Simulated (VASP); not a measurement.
Crystal: Ca2C.

```
C Ca
1.0
     0.00000    3.12858    3.12858
     3.12858    0.00000    3.12858
     3.12858    3.12858    0.00000
C Ca
1 2
Direct
  0.00000 0.00000 0.00000
  0.25000 0.25000 0.25000
  0.75000 0.75000 0.75000
```

Base run:

| Property | Result |
| --- | --- |
| Program | VASP 6.6.1 |
| Functional | PBEsol |
| Potentials or basis | VASP PAW PBE potentials, release 64 (C, Ca_sv) |
| Cutoff | 600 eV |
| k mesh | 6 × 6 × 6 |
| Occupations | gaussian, width 0.01 eV |
| Spin | no spin polarisation |

Its results: band gap on the k mesh 0.19 eV, direct; pressure -1.2 GPa.

Task: The run is repeated on the same cell with these changes: functional from PBEsol to PBE; k mesh from 6 × 6 × 6 to 4 × 4 × 4. What comes out?

Result: Band gap on the k mesh 0.20 eV, direct; pressure 0.9 GPa.

Several settings changed at once, so the effect can't be laid on one alone.

Caveats: some runs use coarse meshes; the PAW data sets were made with another functional, which shifts forces and pressure a little (some runs).

A k mesh can miss the band edges.
